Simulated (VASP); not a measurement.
Input of a VASP 6.6.1 run:

The input INCAR:

```
SYSTEM = Cd2Ni
  ALGO = Normal
  EDIFF = 1E-6
  ENCUT = 520
  GGA = PE
  ISIF = 2
  ISMEAR = 0
  ISPIN = 2
  LASPH = .TRUE.
  LCHARG = .TRUE.
  LELF = .TRUE.
  LMAXMIX = 4
  LORBIT = 11
  LREAL = .FALSE.
  LVHAR = .TRUE.
  LWAVE = .FALSE.
  MAGMOM = 0 0 0 0 2 2
  NBANDS = 47
  NELM = 150
  PREC = Accurate
  SIGMA = 0.1
```

KPOINTS

```
k-points
0
G
  4 4 4
  0 0 0
```

Contents of POSCAR:

```
Cd2Ni
1.0
    0.0000000000      3.8696614967      3.8696614967
    3.8696614967      0.0000000000      3.8696614967
    3.8696614967      3.8696614967      0.0000000000
Cd Ni
4 2
Direct
    0.6250000000      0.6250000000      0.6250000000
    0.1250000000      0.6250000000      0.6250000000
    0.6250000000      0.6250000000      0.1250000000
    0.6250000000      0.1250000000      0.6250000000
    0.0000000000      0.0000000000      0.0000000000
    0.2500000000      0.2500000000      0.2500000000
```

Potentials or basis: VASP PAW PBE potentials, release 64 (Cd, Ni).

Run with:

```console
$ cat potpaw_PBE.64/Cd/POTCAR potpaw_PBE.64/Ni/POTCAR > POTCAR
$ mpirun -np 1 vasp_std > vasp.out
```

Task: Predict the pressure.

Result: 0.4 GPa.

Task: What does it give for the site moments?

Result: Cd +0.00; Ni +0.26 μB.
